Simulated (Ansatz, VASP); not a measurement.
ZnO in VASP and in Ansatz

```
Zn O
1.0
     3.34679    0.00000    0.00000
    -1.67339    2.89840    0.00000
     0.00000    0.00000    4.38616
Zn O
2 2
Direct
  0.33333 0.66667 0.25000
  0.66667 0.33333 0.75000
  0.66667 0.33333 0.25000
  0.33333 0.66667 0.75000
```

Alike in both runs: task single point; functional r2SCAN; k mesh 9 × 9 × 6; no spin polarisation.

```csv
,VASP,Ansatz
version,VASP 6.6.1,Ansatz 0.2.0
potentials or method,"VASP PAW PBE potentials, release 64 (Zn, O_h)","plane waves, PAW"
plane-wave cutoff (eV),1480,500
occupations,"gaussian, width 0.01 eV",fixed
valence electrons in the cell,36,36
```

VASP gave:

- gap on the k mesh at the Fermi level (eV): 1.65
- pressure (GPa): 12.8
- traceless stress, the component that is largest in VASP (GPa): -2.08

Problem. Which values does Ansatz return?

Solution. gap on the k mesh at the Fermi level (eV): 1.65; pressure (GPa): 11.4; traceless stress, the component that is largest in VASP (GPa): -1.81.

VASP's potentials were made for PBE, not for r2SCAN.
